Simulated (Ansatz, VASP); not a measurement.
## One calculation of SrCl2, two programs

Contents of INCAR:

```
SYSTEM = SrCl2
PREC = Accurate
ENCUT = 520
EDIFF = 1E-8
ISMEAR = -1
SIGMA = 0.01
LREAL = .FALSE.
LASPH = .TRUE.
NELM = 60
ALGO = Normal
ISIF = 2
LWAVE = .FALSE.
LCHARG = .FALSE.
GGA = CA
LEFG = .TRUE.
NBANDS = 19
```

File KPOINTS:

```
Automatic mesh
0
G
  8 8 8
  0 0 0
```

File POSCAR:

```
SrCl2
1.0
    0.0000000000      3.5552100000      3.4855000000
    3.5552100000      0.0000000000      3.4855000000
    3.5552100000      3.5552100000      0.0000000000
Sr Cl
1 2
Direct
    0.0000000000      0.0000000000      0.0000000000
    0.2500000000      0.2500000000      0.2500000000
    0.7500000000      0.7500000000      0.7500000000
```

Input for Ansatz:

```yaml
crystal:
  lattice:
    - [0.0, 3.55521, 3.4855]
    - [3.55521, 0.0, 3.4855]
    - [3.55521, 3.55521, 0.0]
  atoms:
    - { symbol: Sr, position: [0.0, 0.0, 0.0] }
    - { symbol: Cl, position: [0.25, 0.25, 0.25] }
    - { symbol: Cl, position: [0.75, 0.75, 0.75] }
kpoints:
  mp_grid: { grid: [8, 8, 8] }
scf:
  occupations: { method: fermi_dirac, width: 0.01 }
hamiltonian:
  xc: lda
  pseudopotentials: { kind: all_electron, datasets: crystal }
output:
  forces: true
  stress: true
  eigenvalues: true
  efg: { contact_densities: true }
```

Change from the starting cell: equal xx and yy strain of +2 %, crystal datasets.

Alike in both runs: task electric field gradients; functional LDA; k mesh 8 × 8 × 8; occupations fermi-dirac, width 0.01 eV; no spin polarisation.

```csv
,VASP,Ansatz
version,VASP 6.6.1,Ansatz 0.2.0
potentials or method,"VASP PAW LDA potentials, release 64 (Sr_sv, Cl), cutoff 520 eV","all-electron PAW with datasets made for the crystal, scalar-relativistic"
```

```tsv
	VASP	Ansatz	Ansatz less VASP
gap on the k mesh at the Fermi level (eV)	4.66	4.66	-0.005
pressure (GPa)	-3.8	-3.9	-0.09
traceless stress, the component that is largest in VASP (GPa)	0.62	0.63	+0.003
size of Vzz on the site where it differs most (V/Å²)	6.0	6.1	+0.10
```

LDA's correlation is that of Perdew and Zunger in VASP and of Perdew and Wang (1992) in Ansatz. Ansatz ran all-electron here, and VASP with PAW potentials.
